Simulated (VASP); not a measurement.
# Sb in VASP: further runs

Aim: see how the results for Sb move with the level of theory and the settings. Levels: PBE+D3(BJ), r2SCAN. Tasks: single point.

All numbers are computed with VASP 6.6.1; they aren't measurements. Logs are shortened: lines on timing, memory, paths and dates and some standing lists are left out, and cuts for length are marked.

**1. The cell of the first run**

The cell holds a slab with vacuum, 2 atoms: a = 3.987 Å, b = 3.987 Å, c = 28.000 Å, α = 90.00°, β = 90.00°, γ = 120.00°.

**2. Single point, PBE+D3(BJ) (biaxial strain -0.020, then relaxed in part)**

INCAR

```
ALGO     = Normal         # electronic algorithm
DIPOL    = 0.5 0.5 0.500
EDIFF    = 1E-6           # SCF threshold, eV
ENCUT    = 400            # plane-wave cutoff, eV
GGA      = PE             # functional
GGA_COMPAT= False        
IDIPOL   = 3            
ISIF     = 2              # what is computed and relaxed
ISMEAR   = 0              # smearing method
IVDW     = 12             # dispersion correction
LASPH    = True           # aspherical terms in the spheres
LCHARG   = False          # write CHGCAR
LDIPOL   = True         
LREAL    = False          # projectors in reciprocal space
LWAVE    = False          # write WAVECAR
NBANDS   = 22             # bands
NELM     = 120            # most SCF steps
NELMDL   = -8           
PREC     = Accurate       # precision mode
SIGMA    = 0.02           # smearing width, eV
```

KPOINTS

```
k-points
0
Gamma
  9 9 1
```

POSCAR

```
Sb
1.0
    3.9873114766      0.0000000000      0.0000000000
   -1.9936557383      3.4531130316      0.0000000000
    0.0000000000      0.0000000000     28.0000000000
Sb
2
Direct
    0.3333333333      0.6666666667      0.5299854677
    0.6666666667      0.3333333333      0.4700145323
```

Potentials or basis: VASP PAW PBE potentials, release 64 (Sb_d_GW).

Launch:

```
> cat potpaw_PBE.64/Sb_d_GW/POTCAR > POTCAR
> mpirun -np 1 vasp_std > vasp.out
```

OUTCAR:

```text
EDIFF = 1E-6
   ENCUT = 400
   GGA = PE
   ISIF = 2
   ISMEAR = 0
   IVDW = 12
   LASPH = True
   LREAL = False
   NELM = 120
   NELMDL = -8
   PREC = Accurate
 IVDW          = 12

 ion  position               nearest neighbor table
   1  0.333  0.667  0.530-   2 2.85   2 2.85   2 2.85
   2  0.667  0.333  0.470-   1 2.85   1 2.85   1 2.85

  LATTYP: Found a hexagonal cell.
 ALAT       =     3.9873114766
 C/A-ratio  =     7.0222755770

  Lattice vectors:

 A1 = (   3.9873114766,   0.0000000000,   0.0000000000)
 A2 = (  -1.9936557383,   3.4531130316,   0.0000000000)
 A3 = (   0.0000000000,   0.0000000000,  28.0000000000)

Analysis of symmetry for initial positions (statically):
=====================================================================
 Subroutine PRICEL returns:
 Original cell was already a primitive cell.

 Routine SETGRP: Setting up the symmetry group for a
 hexagonal supercell.

 Subroutine GETGRP returns: Found 12 space group operations
 (whereof 12 operations were pure point group operations)
 out of a pool of 24 trial point group operations.

The static configuration has the point symmetry D_3d.

Analysis of symmetry for dynamics (positions and initial velocities):
=====================================================================
 Subroutine PRICEL returns:
 Original cell was already a primitive cell.

 Routine SETGRP: Setting up the symmetry group for a
 hexagonal supercell.

 Subroutine GETGRP returns: Found 12 space group operations
 (whereof 12 operations were pure point group operations)
 out of a pool of 24 trial point group operations.

The dynamic configuration has the point symmetry D_3d.

 Subroutine INISYM returns: Found 12 space group operations
 (whereof 12 operations are pure point group operations),
 and found     1 'primitive' translations

----------------------------------------------------------------------------------------

                                     Primitive cell

  volume of cell :     385.5218

  direct lattice vectors                    reciprocal lattice vectors
     3.987311477  0.000000000  0.000000000     0.250795556  0.144796882  0.000000000
    -1.993655738  3.453113032  0.000000000     0.000000000  0.289593764  0.000000000
     0.000000000  0.000000000 28.000000000     0.000000000  0.000000000  0.035714286

  length of vectors
     3.987311477  3.987311477 28.000000000     0.289593764  0.289593764  0.035714286

  position of ions in fractional coordinates (direct lattice)
     0.333333333  0.666666667  0.529985468
[... 68 lines left out ...]
   NSW    =      0    number of steps for IOM
   IBRION =     -1    ionic relax: 0-MD 1-quasi-New 2-CG
   NFREE  =      0    steps in history (QN), initial steepest desc. (CG)
   ISIF   =      2    stress and relaxation
   ISYM   =      2    0-nonsym 1-usesym 2-fastsym
   POTIM  = 0.5000    time-step for ionic-motion
   TEBEG  =    0.0;   TEEND  =   0.0 temperature during run
   PSTRESS=    0.0 pullay stress
   NELECT =      30.0000    total number of electrons
   NUPDOWN=      -1.0000    fix difference up-down
   EMIN   =  10.00;   EMAX   =-10.00  energy-range for DOS
   EFERMI =   0.00;   METHOD = LEGACY
   ISMEAR =     0;   SIGMA  =   0.02  broadening in eV -4-tet -1-fermi 0-gaus
   EFERMI_NEDOS =   21; number of points for ismear=-14 and -15
   IALGO  =     38    algorithm
   IMIX   =      4    mixing-type and parameters
     AMIX     =   0.40;   BMIX     =  1.00
     AMIX_MAG =   1.60;   BMIX_MAG =  1.00
  volume/ion in A,a.u.               =     192.76      1300.81
  Fermi-wavevector in a.u.,A,eV,Ry     =   0.698928  1.320782  6.646445  0.488500
  Thomas-Fermi vector in A             =   1.782666
   LORBIT       =      0    0 simple, 1 ext, 2 COOP (PROOUT), +10 PAW based schemes
   GGA     = PE    functional components
   LHFCALC =     F    Hartree Fock is set to
   AEXX    =    0.0000 exact exchange contribution
   IVDW    =    12    specifies the selected vdW correction
   LEPSILON=     F    determine dielectric tensor
   LRPA    =     F    only Hartree local field effects (RPA)
 non-spin polarized calculation
 Gauss-broadening in eV      SIGMA  =   0.02
  energy-cutoff  :      400.00
  volume of cell :      385.52
 maximum number of plane-waves:      7075
 NGX is ok and might be reduce to    28
   NGX = 13   NGY = 13   NGZ = 91

 number of electron      29.9999993 magnetization

 dipolmoment           0.000000      0.000000      0.000000 electrons x Angstroem

 Free energy of the ion-electron system (eV)
  ---------------------------------------------------
  ext. energy  EPLUGINS =         0.00000000
  ---------------------------------------------------
  free energy    TOTEN  =        -8.10976755 eV

  energy without entropy =       -8.10976755  energy(sigma->0) =       -8.10976755

 E-fermi :  -2.8550     XC(G=0):  -2.0495

 val. band max:       -2.9600979546   @ k =   0.0000   0.0000   0.0000
 cond. band min:      -2.0214731150   @ k =   0.3333   0.0000   0.0000
 fundamental gap:      0.9386248396
 Fermi energy:        -2.8550291650

 k-point     1 :       0.0000    0.0000    0.0000
  band No.  band energies     occupation
      1     -31.8552      2.00000
      2     -31.8552      2.00000
      3     -31.7725      2.00000
      4     -31.7725      2.00000
      5     -31.7346      2.00000
      6     -31.6550      2.00000
[... 289 lines left out ...]
     21       4.4117      0.00000
     22       4.9977      0.00000

------------------------ aborting loop because EDIFF is reached ----------------------------------------

 vacuum level on the upper side and lower side of the slab       (xc-potential included)        -0.007        -0.007

 Edisp (eV)   -0.49300

 E8    (eV) :    -0.2452

  FORCE on cell =-STRESS in cart. coord.  units (eV):
  Direction    XX          YY          ZZ          XY          YZ          ZX
  --------------------------------------------------------------------------------------
  -------------------------------------------------------------------------------------
  Total       0.65265     0.65265    -0.09972     0.00000     0.00000     0.00000
  in kB       2.71233     2.71233    -0.41442     0.00000     0.00000     0.00000
  external pressure =        1.67 kB  Pullay stress =        0.00 kB

 VOLUME and BASIS-vectors are now :
 -----------------------------------------------------------------------------
  energy-cutoff  :      400.00
  volume of cell :      385.52
      direct lattice vectors                 reciprocal lattice vectors
     3.987311477  0.000000000  0.000000000     0.250795556  0.144796882  0.000000000
    -1.993655738  3.453113032  0.000000000     0.000000000  0.289593764  0.000000000
     0.000000000  0.000000000 28.000000000     0.000000000  0.000000000  0.035714286

 POSITION                                       TOTAL-FORCE (eV/Angst)
 -----------------------------------------------------------------------------------
     -0.00000      2.30208     14.83959        -0.000000      0.000000      0.006633
      1.99366      1.15104     13.16041         0.000000     -0.000000     -0.006633
 -----------------------------------------------------------------------------------
    total drift:                                0.000000     -0.000000      0.000000

  FREE ENERGIE OF THE ION-ELECTRON SYSTEM (eV)
  ---------------------------------------------------
  free  energy   TOTEN  =        -8.6027629889 eV

  energy  without entropy=       -8.6027629889  energy(sigma->0) =       -8.60276299

 vacuum level on the upper side and lower side of the slab         1.467         1.467
```

stdout:

```text
POSCAR found type information on POSCAR Sb
 POSCAR found :  1 types and       2 ions
 scaLAPACK will be used
 LDA part: xc-table for (Slater+PW92), standard interpolation
 POSCAR, INCAR and KPOINTS ok, starting setup
 FFT: planning ... GRIDC
 FFT: planning ... GRID_SOFT
 FFT: planning ... GRID
 WAVECAR not read
 entering main loop
```

Run time: 89 s. Hardware: 1 thread of Intel Xeon 6975P-C (Granite Rapids), shared host; peak memory 0.4 GiB.

What came out:

| Quantity | Value |
| --- | --- |
| Free energy | -8.6028 eV |
| Largest force | 0.007 eV/Å |
| Band gap on the k mesh | 0.94 eV, indirect (least direct gap 1.77 eV) |
| Dispersion energy per atom | -0.246 eV |

Forces in eV/Å, atoms in the order of the input:
```
Sb   0.000  0.000  0.007
Sb   0.000  0.000 -0.007
```

Caveat: the cell differs from its parent crystal (biaxial strain -0.020, then relaxed in part); spin-orbit coupling is left out, which moves the levels of the heavy elements.

**3. Single point, r2SCAN**

This run uses another cell than the first one, of 200.71 Å³/atom, 1.041 times its volume.

POSCAR

```
Sb
1.0
    4.0686851802      0.0000000000      0.0000000000
   -2.0343425901      3.5235847261      0.0000000000
    0.0000000000      0.0000000000     28.0000000000
Sb
2
Direct
    0.3333333333      0.6666666667      0.5294645393
    0.6666666667      0.3333333333      0.4705354607
```

INCAR.step1

```
PREC = Accurate
ENCUT = 440
ISMEAR = 0
SIGMA = 0.02
LREAL = F
LASPH = T
NELM = 120
LDIPOL = T
IDIPOL = 3
DIPOL = 0.5 0.5 0.500
NBANDS = 22
GGA = PE
ALGO = Normal
EDIFF = 1E-5
LWAVE = T
LCHARG = F
GGA_COMPAT = F
NELMDL = -8
```

INCAR.step2

```
PREC = Accurate
ENCUT = 440
EDIFF = 1E-6
ISMEAR = 0
SIGMA = 0.02
LREAL = F
LASPH = T
NELM = 120
ALGO = Normal
ISIF = 2
LWAVE = F
LCHARG = T
LDIPOL = T
IDIPOL = 3
DIPOL = 0.5 0.5 0.500
METAGGA = R2SCAN
LMIXTAU = T
LELF = T
LVHAR = T
LVACPOTAV = T
NBANDS = 22
ISTART = 1
GGA_COMPAT = F
```

KPOINTS

```
Automatic mesh
0
Gamma
  9 9 1
```

Potentials or basis: VASP PAW PBE potentials, release 64 (Sb_d_GW).

Launch:

```
> cat potpaw_PBE.64/Sb_d_GW/POTCAR > POTCAR
> cp INCAR.step1 INCAR
> mpirun -np 1 vasp_std > vasp.out
> cp INCAR.step2 INCAR
> mpirun -np 1 vasp_std > vasp.out
```

Wall time 9 min (1 thread of Intel Xeon Platinum 8488C (Sapphire Rapids), shared host); peak memory 0.44 GiB.

It converged, with:

```yaml
Free_energy: -51.2992 eV
Largest_force: 0.237 eV/Å
Band_gap_on_the_k_mesh: 1.43 eV, indirect (least direct gap 2.08 eV)
```

Forces in eV/Å, atoms in the order of the input:
```
Sb   0.000  0.000 -0.237
Sb   0.000  0.000  0.237
```

Levels at points of the mesh, in eV from the valence-band top:
```
           k point  band 11  band 12  band 13  band 14  band 15  band 16  band 17  band 18  band 19  band 20
(0.00, 0.00, 0.00)   -11.95    -6.63    -0.81     0.00     0.00     2.08     2.97     2.97     4.78     4.92
```

Caveat: the PAW data sets were made with another functional, which shifts forces and pressure a little; spin-orbit coupling is left out, which moves the levels of the heavy elements.
